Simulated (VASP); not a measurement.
Write the native input for VASP 6.6.1 that does the following.

```
Task                   : single point
Functional             : PBE
Potentials or basis    : VASP PAW PBE potentials, release 64 (Tl_d)
Cutoff                 : 520 eV
k mesh                 : 15 × 15 × 13
Occupations            : fermi-dirac, width 0.05 eV
Spin                   : no spin polarisation
Dipole correction      : no
Further INCAR settings : ALGO = Normal; EDIFF = 1e-06; NBANDS = 12
```

The structure of Tl lies in POSCAR:

```
Tl
1.0
    3.0142814933      0.0000000000      0.0000000000
   -1.5071407467      2.6104443474      0.0000000000
    0.0000000000      0.0000000000      2.8397646426
Tl
1
Direct
    0.0000000000      0.0000000000      0.0000000000
```

This isn't the form of Tl at room conditions, which is hcp.

The input as run:

INCAR

```
PREC = Accurate ; ENCUT = 520
EDIFF = 1E-6 ; ISMEAR = -1
SIGMA = 0.05 ; LREAL = F
LASPH = T ; NELM = 100
ALGO = Normal ; ISIF = 2
LWAVE = F ; LCHARG = T
GGA = PE ; LELF = T
LVHAR = T ; NBANDS = 12
```

KPOINTS

```
Automatic mesh
0
Gamma
  15 15 13
```

Potentials or basis: VASP PAW PBE potentials, release 64 (Tl_d).

The run is started by

```bash
$ cat potpaw_PBE.64/Tl_d/POTCAR > POTCAR
$ mpirun -np 1 vasp_std > vasp.out
```

It gave:

* Pressure: 25.9 GPa
* Band gap on the k mesh: zero (an odd number of electrons rules out a gap without spin polarisation)

Caveat: the cell stands under pressure; spin-orbit coupling is left out, which moves the levels of the heavy elements.

It took 12 s on 1 thread of Intel(R) Xeon(R) 6975P-C (Granite Rapids) (shared host), peak memory 0.17 GiB.
